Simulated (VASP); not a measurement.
Input of a VASP 6.6.1 run:

The input INCAR:

```
SYSTEM = CoPdO2
ALGO = Normal
EDIFF = 1E-7
ENCUT = 520
GGA = RP
ISIF = 2
ISMEAR = 0
ISPIN = 2
IVDW = 13
LASPH = .True.
LCHARG = .False.
LDAU = .True.
LDAUJ = 0 0 0
LDAUL = 2 -1 -1
LDAUPRINT = 1
LDAUTYPE = 2
LDAUU = 3.3 0 0
LMAXMIX = 4
LORBIT = 11
LREAL = .False.
LWAVE = .False.
MAGMOM = 0 0 0 0
NBANDS = 28
NELM = 150
PREC = Accurate
SIGMA = 0.05
```

The input KPOINTS:

```
k-points
0
Gamma
  10 10 10
  0 0 0
```

File POSCAR:

```
CoPdO2
1.0
    1.4423839158      0.8327607421      5.9792196683
   -1.4423839158      0.8327607421      5.9792196683
    0.0000000000     -1.6655214842      5.9792196683
Co Pd O
1 1 2
Direct
    0.5000000000      0.5000000000      0.5000000000
    0.0000000000      0.0000000000      0.0000000000
    0.1122651814      0.1122651814      0.1122651814
    0.8877348186      0.8877348186      0.8877348186
```

Potentials or basis: VASP PAW PBE potentials, release 64 (Co, Pd, O).

The run is started by

```console
$ cat potpaw_PBE.64/Co/POTCAR potpaw_PBE.64/Pd/POTCAR potpaw_PBE.64/O/POTCAR > POTCAR
$ mpirun -np 1 vasp_std > vasp.out
```

(1) Predict the pressure.

(2) Estimate the net moment.

(3) Predict the largest force.

(4) Predict the dispersion energy per atom.

Answers

(1) -8.1 GPa.

(2) 0.00 μB per cell.

(3) 0.090 eV/Å.

(4) -0.630 eV.

Caveat: the cell stands under tension; the PAW data sets were made with another functional, which shifts forces and pressure a little.
